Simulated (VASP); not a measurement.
# CuO (C2/c) in VASP: a series of runs

Runs on CuO. Level: PBE+U. Tasks: single point.

Program: VASP 6.6.1. These are calculated values, not measurements. Logs are shortened: lines on timing, memory, paths and dates and some standing lists are left out, and cuts for length are marked.

## Step 1: The cell of the first run

It takes space group C2/c (No. 15, monoclinic). The conventional cell has a = 4.684 Å, b = 3.423 Å, c = 5.129 Å, α = 90.00°, β = 99.54°, γ = 90.00°. Cu (site symmetry -1) has 4 O at 1.95 to 1.96 Å within 2.6 Å. O (site symmetry 2) has 6 Cu at 1.95 to 2.78 Å and 6 O at 2.62 to 2.90 Å within 3.0 Å.

## Step 2: Single point, PBE+U, collinear spin

File INCAR:

```
ALGO = Normal
EDIFF = 1E-6
ENCUT = 700
GGA = PE
GGA_COMPAT = F
ISIF = 2
ISMEAR = 0
ISPIN = 2
LASPH = T
LCHARG = F
LDAU = T
LDAUJ = 0 0
LDAUL = 2 -1
LDAUPRINT = 1
LDAUTYPE = 2
LDAUU = 5 0
LMAXMIX = 4
LORBIT = 11
LREAL = F
LWAVE = F
MAGMOM = 1 1 0 0
NBANDS = 37
NELM = 200
PREC = Accurate
SIGMA = 0.05
```

File KPOINTS:

```
k-points
0
Gamma
  7 7 4
```

File POSCAR:

```
CuO
1.0
    2.3418496200     -1.7112997200      0.0000000000
    2.3418496200      1.7112997200      0.0000000000
   -0.8500298600      0.0000000000      5.0578691900
Cu O
2 2
Direct
    0.0000000000      0.5000000000      0.0000000000
    0.5000000000      0.0000000000      0.5000000000
    0.5816000000      0.4184000000      0.2500000000
    0.4184000000      0.5816000000      0.7500000000
```

Potentials or basis: VASP PAW PBE potentials, release 64 (Cu_sv_GW, O).

Run with:

```bash
> cat potpaw_PBE.64/Cu_sv_GW/POTCAR potpaw_PBE.64/O/POTCAR > POTCAR
> mpirun -np 1 vasp_std > vasp.out
```

OUTCAR:

```text
EDIFF = 1E-6
   ENCUT = 700
   GGA = PE
   ISIF = 2
   ISMEAR = 0
   ISPIN = 2
   LASPH = T
   LORBIT = 11
   LREAL = F
   NELM = 200
   PREC = Accurate

 ion  position               nearest neighbor table
   1  0.000  0.500  0.000-   3 1.95   4 1.95   4 1.96   3 1.96
   2  0.500  0.000  0.500-   4 1.95   3 1.95   4 1.96   3 1.96
   3  0.582  0.418  0.250-   2 1.95   1 1.95   2 1.96   1 1.96
   4  0.418  0.582  0.750-   1 1.95   2 1.95   2 1.96   1 1.96

  LATTYP: Found a base centered monoclinic cell.
 ALAT       =     4.6836992400
 B/A-ratio  =     0.7307470580
 C/A-ratio  =     1.0950319264
 COS(beta)  =    -0.1657365907

  Lattice vectors:

 A1 = (   2.3418496200,  -1.7112997200,   0.0000000000)
 A2 = (   2.3418496200,   1.7112997200,   0.0000000000)
 A3 = (  -0.8500298600,   0.0000000000,   5.0578691900)

Analysis of symmetry for initial positions (statically):
=====================================================================
 Subroutine PRICEL returns:
 Original cell was already a primitive cell.

 Routine SETGRP: Setting up the symmetry group for a
 base centered monoclinic supercell.

 Subroutine GETGRP returns: Found  4 space group operations
 (whereof  2 operations were pure point group operations)
 out of a pool of  4 trial point group operations.

The static configuration has the point symmetry S_2 .
 The point group associated with its full space group is C_2h.

Analysis of symmetry for dynamics (positions and initial velocities):
=====================================================================
 Subroutine PRICEL returns:
 Original cell was already a primitive cell.

 Routine SETGRP: Setting up the symmetry group for a
 base centered monoclinic supercell.

 Subroutine GETGRP returns: Found  4 space group operations
 (whereof  2 operations were pure point group operations)
 out of a pool of  4 trial point group operations.

[... 221 lines left out ...]
  o =  0.9467  v =  0.0000  0.0000  0.0000  0.0000  0.0000 -0.0986 -0.0249  0.1262  0.3377  0.9272      0.0000  0.0000  0.0000  0.0000  0.0000  0.0000  0.0000  0.0000  0.0000  0.0000
  o =  0.9477  v =  0.0000  0.0000  0.0000  0.0000  0.0000  0.1611 -0.7821  0.3332  0.4532 -0.2142      0.0000  0.0000  0.0000  0.0000  0.0000  0.0000  0.0000  0.0000  0.0000  0.0000
  o =  0.9537  v = -0.0954  0.7210 -0.3650 -0.5604 -0.1541  0.0000  0.0000  0.0000  0.0000  0.0000      0.0000  0.0000  0.0000  0.0000  0.0000  0.0000  0.0000  0.0000  0.0000  0.0000
  o =  0.9542  v =  0.1315 -0.2874 -0.0047 -0.1305 -0.9397  0.0000  0.0000  0.0000  0.0000  0.0000      0.0000  0.0000  0.0000  0.0000  0.0000  0.0000  0.0000  0.0000  0.0000  0.0000
  o =  0.9557  v =  0.0000  0.0000  0.0000  0.0000  0.0000  0.4718 -0.2140 -0.8379  0.1313  0.1107      0.0000  0.0000  0.0000  0.0000  0.0000  0.0000  0.0000  0.0000  0.0000  0.0000
  o =  0.9592  v = -0.4590  0.2188  0.8392 -0.1558 -0.1137  0.0000  0.0000  0.0000  0.0000  0.0000      0.0000  0.0000  0.0000  0.0000  0.0000  0.0000  0.0000  0.0000  0.0000  0.0000
  o =  0.9947  v =  0.0809  0.5615  0.0060  0.7785 -0.2685  0.0000  0.0000  0.0000  0.0000  0.0000      0.0000  0.0000  0.0000  0.0000  0.0000  0.0000  0.0000  0.0000  0.0000  0.0000

 number of electron      49.9999994 magnetization       1.9999925

 Free energy of the ion-electron system (eV)
  ---------------------------------------------------
  ext. energy  EPLUGINS =         0.00000000
  ---------------------------------------------------
  free energy    TOTEN  =       -15.89614562 eV

  energy without entropy =      -15.89614562  energy(sigma->0) =      -15.89614562

 E-fermi :   5.7590     XC(G=0): -12.2319

 val. band max:        5.4530717982   @ k =   0.4286   0.4286  -0.0000
 cond. band min:       6.1630702327   @ k =  -0.4286   0.4286   0.0000
 fundamental gap:      0.7099984346
 Fermi energy:         5.7590175829

 spin component 1

 k-point     1 :       0.0000    0.0000    0.0000
  band No.  band energies     occupation
      1    -107.3060      1.00000
      2    -107.3054      1.00000
      3     -65.1130      1.00000
      4     -65.1086      1.00000
      5     -65.0538      1.00000
      6     -65.0491      1.00000
[... 1913 lines left out ...]
     36      23.9420      0.00000
     37      25.8030      0.00000

 [... further k-points ...]

------------------------ aborting loop because EDIFF is reached ----------------------------------------

  FORCE on cell =-STRESS in cart. coord.  units (eV):
  Direction    XX          YY          ZZ          XY          YZ          ZX
  --------------------------------------------------------------------------------------
  -------------------------------------------------------------------------------------
  Total        0.9073864      1.0181073      1.2307599      0.0000000      0.0000000      0.0785971
  in kB       35.8608172     40.2366166     48.6408587      0.0000000      0.0000000      3.1062378
  external PRESSURE =      41.5794308 kB  Pullay stress =       0.0000000 kB

 VOLUME and BASIS-vectors are now :
 -----------------------------------------------------------------------------
  energy-cutoff  :      700.00
  volume of cell :       40.54
      direct lattice vectors                 reciprocal lattice vectors
     2.341849620 -1.711299720  0.000000000     0.213506451 -0.292175587  0.035882078
     2.341849620  1.711299720  0.000000000     0.213506451  0.292175587  0.035882078
    -0.850029860  0.000000000  5.057869190     0.000000000  0.000000000  0.197711717

 POSITION                                       TOTAL-FORCE (eV/Angst)
 -----------------------------------------------------------------------------------
      1.17092      0.85565      0.00000         0.000000      0.000000      0.000000
      0.74591     -0.85565      2.52893         0.000000      0.000000      0.000000
      2.12934     -0.27928      1.26447         0.000000     -0.020709      0.000000
      1.70433      0.27928      3.79340        -0.000000      0.020709      0.000000
 -----------------------------------------------------------------------------------
    total drift:                                0.000000      0.000000      0.000000

  FREE ENERGIE OF THE ION-ELECTRON SYSTEM (eV)
  ---------------------------------------------------
  free  energy   TOTEN  =       -15.8961456187 eV

  energy  without entropy=      -15.8961456187  energy(sigma->0) =      -15.89614562

 total charge

# of ion       s       p       d       f       tot
--------------------------------------------------
    1        2.243   6.382   8.854   0.013  17.493
    2        2.243   6.382   8.854   0.013  17.493
    3        1.552   3.461   0.000   0.000   5.013
    4        1.552   3.461   0.000   0.000   5.013
--------------------------------------------------
tot          7.591  19.686  17.709   0.026  45.012

 magnetization (x)

# of ion       s       p       d       f       tot
--------------------------------------------------
    1       -0.001   0.004   0.718   0.001   0.722
    2       -0.001   0.004   0.718   0.001   0.722
    3        0.020   0.237   0.000   0.000   0.257
    4        0.020   0.237   0.000   0.000   0.257
--------------------------------------------------
tot          0.038   0.481   1.436   0.002   1.957
```

OSZICAR:

```text
N       E                     dE             d eps       ncg     rms          rms(c)
DAV:   1     0.100005618303E+04    0.10001E+04   -0.36974E+04 14560   0.481E+03
DAV:   2     0.810658158960E+02   -0.91899E+03   -0.87053E+03 15523   0.128E+03
DAV:   3    -0.138993553749E+02   -0.94965E+02   -0.93027E+02 16768   0.440E+02
DAV:   4    -0.187479902627E+02   -0.48486E+01   -0.48428E+01 15232   0.830E+01
DAV:   5    -0.189775627408E+02   -0.22957E+00   -0.22954E+00 14872   0.187E+01    0.153E+01
DAV:   6    -0.160398111780E+02    0.29378E+01   -0.20130E+01 16115   0.265E+02    0.875E+00
DAV:   7    -0.157822888466E+02    0.25752E+00   -0.56316E+00 14792   0.152E+02    0.370E+00
DAV:   8    -0.158814379395E+02   -0.99149E-01   -0.43964E-01 15436   0.161E+01    0.226E+00
DAV:   9    -0.158946250997E+02   -0.13187E-01   -0.11794E-01 17603   0.304E+01    0.149E+00
DAV:  10    -0.158973939730E+02   -0.27689E-02   -0.30291E-02 16645   0.837E+00    0.339E-01
DAV:  11    -0.158959762973E+02    0.14177E-02   -0.44244E-03 17235   0.387E+00    0.933E-02
DAV:  12    -0.158961044715E+02   -0.12817E-03   -0.62613E-04 17556   0.885E-01    0.790E-02
DAV:  13    -0.158961385633E+02   -0.34092E-04   -0.99596E-05 15779   0.698E-01    0.197E-02
DAV:  14    -0.158961414126E+02   -0.28492E-05   -0.23726E-05 16207   0.218E-01    0.676E-03
DAV:  15    -0.158961441419E+02   -0.27293E-05   -0.36868E-07  6616   0.820E-02    0.530E-03
DAV:  16    -0.158961452332E+02   -0.10913E-05   -0.35994E-07  7054   0.752E-02    0.223E-03
DAV:  17    -0.158961456187E+02   -0.38550E-06   -0.81439E-07  6488   0.352E-02
   1 F= -.15896146E+02 E0= -.15896146E+02  d E =-.799139E-20  mag=     2.0000
```

Run time: 11 min. Hardware: 1 thread of AMD EPYC 7R43 (Zen 3), shared host; peak memory 0.32 GiB.

What came out:

```yaml
Free_energy: -15.8961 eV
Pressure: 4.2 GPa
Largest_force: 0.021 eV/Å
Band_gap_on_the_k_mesh: 0.71 eV (least direct gap 0.73 eV)
Net_moment: 2.00 μB per cell
Site_moments: Cu +0.72; O +0.26 μB
Valence_electrons_inside_the_program's_atomic_spheres: Cu 17.49; O 5.01
```

Forces on the atoms (eV/Å):
```
Cu   0.000  0.000  0.000
Cu   0.000  0.000  0.000
O    0.000 -0.021  0.000
O    0.000  0.021  0.000
```

Eigenvalues of the final occupation matrices:
| site | spin | trace | eigenvalues |
| --- | --- | --- | --- |
| site 1 d | 1 | 4.80 | 0.94 0.95 0.95 0.96 0.99 |
| site 1 d | 2 | 4.08 | 0.30 0.93 0.95 0.95 0.96 |
| site 2 d | 1 | 4.80 | 0.94 0.95 0.95 0.96 0.99 |
| site 2 d | 2 | 4.08 | 0.30 0.93 0.95 0.95 0.96 |

Caveat: the cell stands under pressure; an odd mesh through Γ misses points on the zone boundary, where band edges can lie.

## Step 3: Single point, PBE+U, collinear spin, ferromagnetic start

File INCAR:

```
SYSTEM = CuO
PREC = Accurate ; ENCUT = 700
EDIFF = 1E-6 ; ISMEAR = 0
SIGMA = 0.05 ; LREAL = .False.
LASPH = .True. ; NELM = 200
ALGO = Normal ; ISIF = 2
LWAVE = .False. ; LCHARG = .True.
ISPIN = 2 ; MAGMOM = 0.69 0.69 0.36 0.36
LORBIT = 11 ; LMAXMIX = 4
LDAU = .True. ; LDAUTYPE = 2
LDAUL = 2 -1 ; LDAUU = 5 0
LDAUJ = 0 0 ; LDAUPRINT = 1
GGA = PE ; LELF = .True.
LVHAR = .True. ; NBANDS = 37
GGA_COMPAT = .False.
```

File KPOINTS:

```
Automatic mesh
0
Gamma
  7 7 4
  0 0 0
```

POSCAR is that of step 2.

Potentials or basis: VASP PAW PBE potentials, release 64 (Cu_sv_GW, O).

Run with:

```bash
> cat potpaw_PBE.64/Cu_sv_GW/POTCAR potpaw_PBE.64/O/POTCAR > POTCAR
> mpirun -np 1 vasp_std > vasp.out
```

Wall time 6.5 min (1 thread of Intel Xeon Platinum 8259CL at 2.50GHz (Skylake/Cascade Lake), shared host); peak memory 0.36 GiB.

It converged, with:

- Free energy: -15.8961 eV
- Pressure: 4.2 GPa
- Largest force: 0.021 eV/Å
- Band gap on the k mesh: 0.71 eV (least direct gap 0.73 eV)
- Net moment: 2.00 μB per cell
- Site moments: Cu +0.72; O +0.26 μB
- Valence electrons inside the program's atomic spheres: Cu 17.49; O 5.01

Forces on the atoms (eV/Å):
```
Cu   0.000  0.000  0.000
Cu   0.000  0.000  0.000
O    0.000 -0.021  0.000
O    0.000  0.021  0.000
```

Stress tensor (GPa, compression positive):
```
3.63 0.00 0.30
0.00 4.08 0.00
0.30 0.00 4.93
```

Levels at points of the mesh, in eV from the valence-band top:
Spin up:
```
           k point  band 24  band 25  band 26  band 27  band 28  band 29
(0.00, 0.00, 0.00)    -2.23    -0.61    -0.07     1.64     6.32     8.29
(0.00, 0.00, 0.50)    -2.00    -0.73    -0.73     4.01     4.01    11.86
```
Spin down:
```csv
k point,band 20,band 21,band 22,band 23,band 24,band 25,band 26,band 27,band 28,band 29
"(0.00, 0.00, 0.00)",-2.92,-2.71,-2.26,-2.19,-1.73,1.65,1.98,2.59,6.43,8.63
"(0.00, 0.00, 0.50)",-3.70,-3.17,-3.17,-1.52,-1.52,1.99,1.99,4.30,4.30,12.01
```

Eigenvalues of the final occupation matrices:
```
    site  spin  trace               eigenvalues
site 1 d     1   4.80  0.94 0.95 0.95 0.96 0.99
site 1 d     2   4.08  0.30 0.93 0.95 0.95 0.96
site 2 d     1   4.80  0.94 0.95 0.95 0.96 0.99
site 2 d     2   4.08  0.30 0.93 0.95 0.95 0.96
```

Caveat: the cell stands under pressure; an odd mesh through Γ misses points on the zone boundary, where band edges can lie.
